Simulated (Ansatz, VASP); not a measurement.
**One calculation of TiO2, two programs**

```xyz
6
Lattice="2.6252 -2.6253 -0.0196 2.6252 2.6253 -0.0196 -2.5896 0.0000 4.7752" Properties=species:S:1:pos:R:3 pbc="T T T"
Ti    1.9778    1.9689    1.1742
Ti    0.6830   -1.9689    3.5618
O    -0.6336   -0.6563    3.0291
O     3.2945    0.6563    1.7070
O     1.9997   -0.6563    4.0946
O     0.6612    0.6563    0.6415
```

Alike in both runs: task single point; functional PBE; k mesh 6 × 6 × 6; occupations gaussian, width 0.05 eV; no spin polarisation; Hubbard terms Ti d U = 4.0 eV.

|  | VASP | Ansatz |
| --- | --- | --- |
| version | VASP 6.6.1 | Ansatz 0.2.0 |
| potentials or method | VASP PAW PBE potentials, release 64 (Ti_sv, O), cutoff 520 eV | scalar-relativistic, plane waves, PAW |
| valence electrons in the cell | 48 | 48 |

Ansatz gave:

- gap on the k mesh at the Fermi level (eV): 2.98
- least direct gap on the mesh (eV): 3.22
- rms of the force components (eV/Å): 1.663

**Question.** Estimate VASP's values.

**Answer.** gap on the k mesh at the Fermi level (eV): 2.96; least direct gap on the mesh (eV): 3.22; rms of the force components (eV/Å): 1.793.

The programs project onto different local orbitals, so the same U acts differently, and such runs can settle in different states. Atom by atom the forces differ by 0.130 eV/Å (rms over components).
